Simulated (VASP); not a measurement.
AlN, 2 atoms in the cell. Symmetry: F-43m, No. 216, cubic system. The conventional cell has a = 4.368 Å, b = 4.368 Å, c = 4.368 Å, α = 90.00°, β = 90.00°, γ = 90.00°. Within 2.5 Å of Al (site symmetry -43m) lie 4 N at 1.89 Å. N (site symmetry -43m) has 4 Al at 1.89 Å within 2.5 Å. 

| Quantity | Value |
| --- | --- |
| Program | VASP 6.6.1 |
| Task | single point |
| Functional | PBE |
| Potentials or basis | VASP PAW PBE potentials, release 64 (Al, N) |
| Cutoff | 520 eV |
| k mesh | 7 × 7 × 7 |
| Occupations | fermi-dirac, width 0.02 eV |
| Spin | no spin polarisation |
| Dipole correction | no |
| Further INCAR settings | ALGO = Normal; EDIFF = 1e-06; NBANDS = 11 |

Potentials or basis: VASP PAW PBE potentials, release 64 (Al, N).

The run is started by

```console
$ cat potpaw_PBE.64/Al/POTCAR potpaw_PBE.64/N/POTCAR > POTCAR
$ mpirun -np 1 vasp_std > vasp.out
```

Hardware: 1 thread of Intel Xeon 6975P-C, with other jobs on the host.

Question: Estimate the wall time of this run.

Answer: It took 4.7 s on 1 thread of Intel Xeon 6975P-C (shared host), peak memory 0.13 GiB. Counts: scf iterations 12, k points 20.
